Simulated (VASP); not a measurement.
# Mg (Im-3m) in VASP: a series of runs

Aim: see how the results for Mg move with the level of theory and the settings. Levels: PBEsol+D3(BJ), PBE exchange alone, r2SCAN+rVV10, r2SCAN50+D3(BJ). Tasks: single point.

All numbers are computed with VASP 6.6.1; they aren't measurements. Logs are shortened: lines on timing, memory, paths and dates and some standing lists are left out, and cuts for length are marked.

## 1. The cell of the first run

Symmetry: Im-3m, No. 229, cubic system. The conventional cell has a = 3.546 Å, b = 3.546 Å, c = 3.546 Å, α = 90.00°, β = 90.00°, γ = 90.00°. Within 4.0 Å of Mg (site symmetry m-3m) lie 14 Mg at 3.07 to 3.55 Å.

This isn't the form of Mg at room conditions, which is hcp.

## 2. Single point, PBEsol+D3(BJ)

The input, INCAR:

```
SYSTEM = Mg
PREC = Accurate ; ENCUT = 600
EDIFF = 1E-6 ; ISMEAR = 0
SIGMA = 0.1 ; LREAL = .False.
LASPH = .True. ; NELM = 120
ALGO = Normal ; ISIF = 2
LWAVE = .False. ; LCHARG = .True.
GGA = PS ; IVDW = 12
LELF = .True. ; LVHAR = .True.
NBANDS = 7 ; GGA_COMPAT = .False.
```

The input, KPOINTS:

```
Automatic mesh
0
Gamma
  11 11 11
  0 0 0
```

The input, POSCAR:

```
Mg
1.0
   -1.7727644950      1.7727644950      1.7727644950
    1.7727644950     -1.7727644950      1.7727644950
    1.7727644950      1.7727644950     -1.7727644950
Mg
1
Direct
    0.0000000000      0.0000000000      0.0000000000
```

Potentials or basis: VASP PAW PBE potentials, release 64 (Mg).

On the command line:

```bash
cat potpaw_PBE.64/Mg/POTCAR > POTCAR
mpirun -np 1 vasp_std > vasp.out
```

OUTCAR:

```text
SYSTEM = Mg
   PREC = Accurate
   ENCUT = 600
   EDIFF = 1E-6
   ISMEAR = 0
   LREAL = .False.
   LASPH = .True.
   NELM = 120
   ISIF = 2
   GGA = PS
   IVDW = 12
 IVDW          = 12

 ion  position               nearest neighbor table
   1  0.000  0.000  0.000-

  LATTYP: Found a body centered cubic cell.
 ALAT       =     3.5455289900

  Lattice vectors:

 A1 = (  -1.7727644950,   1.7727644950,   1.7727644950)
 A2 = (   1.7727644950,  -1.7727644950,   1.7727644950)
 A3 = (   1.7727644950,   1.7727644950,  -1.7727644950)

Analysis of symmetry for initial positions (statically):
=====================================================================
 Subroutine PRICEL returns:
 Original cell was already a primitive cell.

 Routine SETGRP: Setting up the symmetry group for a
 body centered cubic supercell.

 Subroutine GETGRP returns: Found 48 space group operations
 (whereof 48 operations were pure point group operations)
 out of a pool of 48 trial point group operations.

The static configuration has the point symmetry O_h .

Analysis of symmetry for dynamics (positions and initial velocities):
=====================================================================
 Subroutine PRICEL returns:
 Original cell was already a primitive cell.

 Routine SETGRP: Setting up the symmetry group for a
 body centered cubic supercell.

 Subroutine GETGRP returns: Found 48 space group operations
 (whereof 48 operations were pure point group operations)
 out of a pool of 48 trial point group operations.

The dynamic configuration has the point symmetry O_h .

 Subroutine INISYM returns: Found 48 space group operations
 (whereof 48 operations are pure point group operations),
 and found     1 'primitive' translations

----------------------------------------------------------------------------------------

                                     Primitive cell

  volume of cell :      22.2850

  direct lattice vectors                    reciprocal lattice vectors
    -1.772764495  1.772764495  1.772764495     0.000000000  0.282045360  0.282045360
     1.772764495 -1.772764495  1.772764495     0.282045360  0.000000000  0.282045360
     1.772764495  1.772764495 -1.772764495     0.282045360  0.282045360  0.000000000

  length of vectors
     3.070518175  3.070518175  3.070518175     0.398872373  0.398872373  0.398872373

  position of ions in fractional coordinates (direct lattice)
     0.000000000  0.000000000  0.000000000

  ion indices of the primitive-cell ions
   primitive index   ion index
[... 75 lines left out ...]
   EDIFFG = 0.1E-04   stopping-criterion for IOM
   NSW    =      0    number of steps for IOM
   IBRION =     -1    ionic relax: 0-MD 1-quasi-New 2-CG
   NFREE  =      0    steps in history (QN), initial steepest desc. (CG)
   ISIF   =      2    stress and relaxation
   ISYM   =      2    0-nonsym 1-usesym 2-fastsym
   POTIM  = 0.5000    time-step for ionic-motion
   TEBEG  =    0.0;   TEEND  =   0.0 temperature during run
   PSTRESS=    0.0 pullay stress
   NELECT =       2.0000    total number of electrons
   NUPDOWN=      -1.0000    fix difference up-down
   EMIN   =  10.00;   EMAX   =-10.00  energy-range for DOS
   EFERMI =   0.00;   METHOD = LEGACY
   ISMEAR =     0;   SIGMA  =   0.10  broadening in eV -4-tet -1-fermi 0-gaus
   EFERMI_NEDOS =   21; number of points for ismear=-14 and -15
   IALGO  =     38    algorithm
   IMIX   =      4    mixing-type and parameters
     AMIX     =   0.40;   BMIX     =  1.00
     AMIX_MAG =   1.60;   BMIX_MAG =  1.00
  volume/ion in A,a.u.               =      22.29       150.39
  Fermi-wavevector in a.u.,A,eV,Ry     =   0.732960  1.385094  7.309469  0.537231
  Thomas-Fermi vector in A             =   1.825552
   LORBIT       =      0    0 simple, 1 ext, 2 COOP (PROOUT), +10 PAW based schemes
   GGA     = PS    functional components
   LHFCALC =     F    Hartree Fock is set to
   AEXX    =    0.0000 exact exchange contribution
   IVDW    =    12    specifies the selected vdW correction
   LEPSILON=     F    determine dielectric tensor
   LRPA    =     F    only Hartree local field effects (RPA)
 non-spin polarized calculation
 Gauss-broadening in eV      SIGMA  =   0.10
  energy-cutoff  :      600.00
  volume of cell :       22.29
 maximum number of plane-waves:       767
 NGX is ok and might be reduce to    28
   NGX = 13   NGY = 13   NGZ = 13

 number of electron       2.0000000 magnetization

 Free energy of the ion-electron system (eV)
  ---------------------------------------------------
  ext. energy  EPLUGINS =         0.00000000
  ---------------------------------------------------
  free energy    TOTEN  =        -1.70069848 eV

  energy without entropy =       -1.69912378  energy(sigma->0) =       -1.69991113

 E-fermi :   2.7691     XC(G=0):  -8.6306

 val. band max:        2.7351962972   @ k =   0.3636   0.1818   0.0909
 cond. band min:       2.8569906963   @ k =  -0.4545   0.4545   0.0909
 fundamental gap:      0.1217943991
 Fermi energy:         2.7691224462

 k-point     1 :       0.0000    0.0000    0.0000
  band No.  band energies     occupation
      1      -4.3066      2.00000
      2      15.9613      0.00000
      3      15.9613      0.00000
      4      15.9613      0.00000
      5      18.0175      0.00000
      6      18.0175      0.00000
      7      18.2663      0.00000
[... 221 lines left out ...]
 k-point    24 :       0.3636    0.1818    0.0909
  band No.  band energies     occupation
      1       2.0894      2.00000
      2       2.7352      1.36862
      3       6.5272      0.00000
      4       8.8935      0.00000
      5      18.5186      0.00000
      6      20.1426      0.00000
      7      21.8442      0.00000

 [... further k-points ...]

------------------------ aborting loop because EDIFF is reached ----------------------------------------

 Edisp (eV)   -0.26940

 E8    (eV) :    -0.1786

  FORCE on cell =-STRESS in cart. coord.  units (eV):
  Direction    XX          YY          ZZ          XY          YZ          ZX
  --------------------------------------------------------------------------------------
  -------------------------------------------------------------------------------------
  Total      -0.26075    -0.26075    -0.26075    -0.00000    -0.00000     0.00000
  in kB     -18.74648   -18.74648   -18.74648    -0.00000    -0.00000     0.00000
  external pressure =      -18.75 kB  Pullay stress =        0.00 kB

 VOLUME and BASIS-vectors are now :
 -----------------------------------------------------------------------------
  energy-cutoff  :      600.00
  volume of cell :       22.29
      direct lattice vectors                 reciprocal lattice vectors
    -1.772764495  1.772764495  1.772764495     0.000000000  0.282045360  0.282045360
     1.772764495 -1.772764495  1.772764495     0.282045360  0.000000000  0.282045360
     1.772764495  1.772764495 -1.772764495     0.282045360  0.282045360  0.000000000

 POSITION                                       TOTAL-FORCE (eV/Angst)
 -----------------------------------------------------------------------------------
      0.00000      0.00000      0.00000        -0.000000      0.000000     -0.000000
 -----------------------------------------------------------------------------------
    total drift:                                0.000000      0.000000      0.000000

  FREE ENERGIE OF THE ION-ELECTRON SYSTEM (eV)
  ---------------------------------------------------
  free  energy   TOTEN  =        -1.9701010034 eV

  energy  without entropy=       -1.9685263108  energy(sigma->0) =       -1.96931366
```

OSZICAR:

```text
N       E                     dE             d eps       ncg     rms          rms(c)
DAV:   1    -0.789748035406E+00   -0.78975E+00   -0.85128E+02   826   0.222E+02
DAV:   2    -0.170937735092E+01   -0.91963E+00   -0.85452E+00  1064   0.126E+01
DAV:   3    -0.171246078977E+01   -0.30834E-02   -0.30833E-02   994   0.865E-01
DAV:   4    -0.171246455125E+01   -0.37615E-05   -0.37616E-05  1141   0.232E-02
DAV:   5    -0.171246456551E+01   -0.14256E-07   -0.13859E-07   987   0.807E-04    0.686E-01
DAV:   6    -0.170619312282E+01    0.62714E-02   -0.33550E-04   931   0.106E-01    0.437E-01
DAV:   7    -0.170069401065E+01    0.54991E-02   -0.14688E-03   847   0.196E-01    0.229E-02
DAV:   8    -0.170069837604E+01   -0.43654E-05   -0.11594E-05  1197   0.203E-02    0.537E-03
DAV:   9    -0.170069847603E+01   -0.99990E-07   -0.54190E-07   861   0.284E-03
   1 F= -.19701010E+01 E0= -.19693137E+01  d E =-.157469E-02
```

stdout:

```text
POSCAR found type information on POSCAR Mg
 POSCAR found :  1 types and       1 ions
 scaLAPACK will be used
 -----------------------------------------------------------------------------
|                                                                             |
|                                                                             |
|     You enforced a specific xc type in the INCAR file but a different       |
|     I HOPE YOU KNOW WHAT YOU ARE DOING!                                     |
|                                                                             |
 -----------------------------------------------------------------------------

 LDA part: xc-table for (Slater+PW92), standard interpolation
 POSCAR, INCAR and KPOINTS ok, starting setup
 FFT: planning ... GRIDC
 FFT: planning ... GRID_SOFT
 FFT: planning ... GRID
 WAVECAR not read
 entering main loop
```

It took 11 s on 1 thread of AMD EPYC 7R43 (Zen 3), shared host; peak memory 0.13 GiB.

Results:

| Quantity | Value |
| --- | --- |
| Free energy | -1.9701 eV |
| Pressure | -1.9 GPa |
| Band gap on the k mesh | zero (bands 1 and 2 overlap by 3.04 eV) |
| Dispersion energy per atom | -0.269 eV |

Caveat: the PAW data sets were made with another functional, which shifts forces and pressure a little.

## 3. Single point, PBE exchange alone

The input, INCAR:

```
AGGAC = 0.0
ALDAC = 0.0
ALGO = Normal
EDIFF = 1E-6
ENCUT = 600
GGA = PE
GGA_COMPAT = F
ISIF = 2
ISMEAR = -1
LASPH = T
LCHARG = F
LREAL = F
LWAVE = F
NBANDS = 7
NELM = 120
PREC = Accurate
SIGMA = 0.025
```

The input, KPOINTS:

```
k-points
0
Gamma
  11 11 11
```

POSCAR is that of step 2.

Potentials or basis: VASP PAW PBE potentials, release 64 (Mg).

On the command line:

```bash
cat potpaw_PBE.64/Mg/POTCAR > POTCAR
mpirun -np 1 vasp_std > vasp.out
```

It took 11 s on 1 thread of AMD EPYC 7R43 (Zen 3), shared host; peak memory 0.12 GiB.

The run converged. Its results:

```
Free energy            : -0.2770 eV
Pressure               : 5.0 GPa
Band gap on the k mesh : zero (bands 1 and 2 overlap by 3.08 eV)
```

Levels at points of the mesh, in eV from the Fermi level:
| k point | band 1 | band 2 | band 3 | band 4 |
| --- | --- | --- | --- | --- |
| (0.00, 0.00, 0.00) | -7.05 | 13.19 | 13.19 | 13.19 |

Caveat: the cell stands under pressure.

## 4. Single point, r2SCAN+rVV10

POSCAR is that of step 3.

The input, INCAR.step1:

```
ALGO     = Normal         # electronic algorithm
EDIFF    = 1E-5           # SCF threshold, eV
ENCUT    = 660            # plane-wave cutoff, eV
GGA      = PE             # functional
GGA_COMPAT= False        
ISMEAR   = 1              # smearing method
LASPH    = True           # aspherical terms in the spheres
LCHARG   = False          # write CHGCAR
LREAL    = False          # projectors in reciprocal space
LWAVE    = True           # write WAVECAR
NBANDS   = 7              # bands
NELM     = 120            # most SCF steps
PREC     = Accurate       # precision mode
SIGMA    = 0.01           # smearing width, eV
```

The input, INCAR.step2:

```
ALGO     = Normal         # electronic algorithm
BPARAM   = 11.95        
CPARAM   = 0.0093       
EDIFF    = 1E-6           # SCF threshold, eV
ENCUT    = 660            # plane-wave cutoff, eV
GGA_COMPAT= False        
ISIF     = 2              # what is computed and relaxed
ISMEAR   = 1              # smearing method
ISTART   = 1            
IVDW_NL  = 2            
LASPH    = True           # aspherical terms in the spheres
LCHARG   = True           # write CHGCAR
LELF     = True           # ELF
LMIXTAU  = True         
LREAL    = False          # projectors in reciprocal space
LUSE_VDW = True         
LVHAR    = True         
LWAVE    = False          # write WAVECAR
METAGGA  = R2SCAN         # meta-GGA
NBANDS   = 7              # bands
NELM     = 120            # most SCF steps
PREC     = Accurate       # precision mode
SIGMA    = 0.01           # smearing width, eV
```

KPOINTS is that of step 3.

On the command line:

```bash
cat potpaw_PBE.64/Mg/POTCAR > POTCAR
cp INCAR.step1 INCAR
mpirun -np 1 vasp_std > vasp.out
cp INCAR.step2 INCAR
mpirun -np 1 vasp_std > vasp.out
```

It took 72 s on 1 thread of AMD EPYC 7R43 (Zen 3), shared host; peak memory 0.22 GiB.

It converged, with:

- Free energy: -4.0075 eV
- Pressure: -0.1 GPa
- Band gap on the k mesh: zero (bands 1 and 2 overlap by 3.10 eV)

Levels at points of the mesh, in eV from the Fermi level:
```
           k point  band 1  band 2  band 3  band 4  band 5
(0.00, 0.00, 0.00)   -7.57   14.07   14.07   14.07   16.26
```

Caveat: the PAW data sets were made with another functional, which shifts forces and pressure a little.

## 5. Single point, r2SCAN50+D3(BJ)

POSCAR is that of step 4.

The input, INCAR.step1:

```
SYSTEM = Mg
PREC = Accurate ; ENCUT = 580
EDIFF = 1E-5 ; ISMEAR = 0
SIGMA = 0.01 ; LREAL = .FALSE.
LASPH = .TRUE. ; NELM = 120
ALGO = Normal ; ISIF = 2
LWAVE = .TRUE. ; LCHARG = .FALSE.
GGA = PE ; NBANDS = 7
GGA_COMPAT = .FALSE.
```

The input, INCAR.step2:

```
SYSTEM = Mg
PREC = Accurate ; ENCUT = 580
EDIFF = 1E-6 ; ISMEAR = 0
SIGMA = 0.01 ; LREAL = .FALSE.
LASPH = .TRUE. ; NELM = 120
ALGO = Normal ; ISIF = 2
LWAVE = .FALSE. ; LCHARG = .FALSE.
METAGGA = R2SCAN ; LHFCALC = .TRUE.
AEXX = 0.5 ; LMIXTAU = .TRUE.
PRECFOCK = Normal ; IVDW = 12
VDW_S6 = 1.0 ; VDW_S8 = 1.3294
VDW_A1 = 0.4311 ; VDW_A2 = 5.924
ISTART = 1 ; NBANDS = 7
GGA_COMPAT = .FALSE.
```

The input, KPOINTS:

```
regular mesh
0
G
  7 7 7
  0 0 0
```

On the command line:

```bash
cat potpaw_PBE.64/Mg/POTCAR > POTCAR
cp INCAR.step1 INCAR
mpirun -np 1 vasp_std > vasp.out
cp INCAR.step2 INCAR
mpirun -np 1 vasp_std > vasp.out
```

Run time: 2.9 min. Hardware: 1 thread of AMD EPYC 7R43 (Zen 3), shared host; peak memory 0.14 GiB.

Results (log left out):

```
Free energy                : -3.1419 eV
Pressure                   : -1.3 GPa
Band gap on the k mesh     : zero (bands 1 and 2 overlap by 5.80 eV)
Dispersion energy per atom : -0.199 eV
```

Levels at points of the mesh, in eV from the Fermi level:
```
           k point  band 1  band 2  band 3  band 4
(0.00, 0.00, 0.00)   -9.30   16.71   16.71   16.71
```

Caveat: the PAW data sets were made with another functional, which shifts forces and pressure a little.

## 6. The runs side by side

| level | k mesh | cutoff (eV) | smearing | grid for exact exchange (PRECFOCK) | share of exact exchange | gap on the mesh (eV) | pressure (GPa) |
| --- | --- | --- | --- | --- | --- | --- | --- |
| PBEsol+D3(BJ) | 11 × 11 × 11 | 600 | gaussian 0.1 eV | - | - | none | -1.9 |
| PBE exchange alone | 11 × 11 × 11 | 600 | fermi-dirac 0.025 eV | - | - | none | 5.0 |
| r2SCAN+rVV10 | 11 × 11 × 11 | 660 | methfessel-paxton 0.01 eV | - | - | none | -0.1 |
| r2SCAN50+D3(BJ) | 7 × 7 × 7 | 580 | gaussian 0.01 eV | Normal | 0.5 | none | -1.3 |

Alike in all rows: task single point; potentials or basis VASP PAW PBE potentials, release 64 (Mg); no spin polarisation; cell as given.

The pressure there spans -1.9 GPa (PBEsol+D3(BJ)) to 5.0 GPa (PBE exchange alone); a positive pressure means that this level wants a larger cell, a negative one a smaller.

Caveats: the PAW data sets were made with another functional, which shifts forces and pressure a little (at least some runs); the cell stands under pressure (at least some runs).

Absolute energies hang on the potentials; compare differences alone.
